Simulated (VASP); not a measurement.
# SrCl2: single point with revPBE

Crystal: SrCl2.

```
Sr Cl
1.0
     0.00000    3.48835    3.48835
     3.48835    0.00000    3.48835
     3.48835    3.48835    0.00000
Sr Cl
1 2
Direct
  0.00000 0.00000 0.00000
  0.25000 0.25000 0.25000
  0.75000 0.75000 0.75000
```

```json
{
  "Program": "VASP 6.6.1",
  "Task": "single point",
  "Functional": "revPBE",
  "Potentials or basis": "VASP PAW PBE potentials, release 64 (Sr_sv, Cl)",
  "Cutoff": "500 eV",
  "k mesh": "5 × 5 × 5, shifted",
  "Occupations": "gaussian, width 0.01 eV",
  "Spin": "no spin polarisation"
}
```

```
Pressure               : 2.6 GPa
Band gap on the k mesh : 5.91 eV
```

Levels at points of the mesh, in eV from the valence-band top:
| k point | band 9 | band 10 | band 11 | band 12 | band 13 | band 14 | band 15 | band 16 |
| --- | --- | --- | --- | --- | --- | --- | --- | --- |
| (0.50, 0.50, 0.50) | -1.38 | -1.20 | -0.95 | -0.95 | 6.93 | 6.93 | 7.67 | 8.26 |

Wall time 40 s on 1 thread of Intel(R) Xeon(R) 6975P-C (Granite Rapids), with other jobs on the host, peak memory 0.25 GiB.

Caveat: the PAW data sets were made with another functional, which shifts forces and pressure a little; a shifted mesh leaves out Γ, where band edges can lie. A k mesh can miss the band edges.
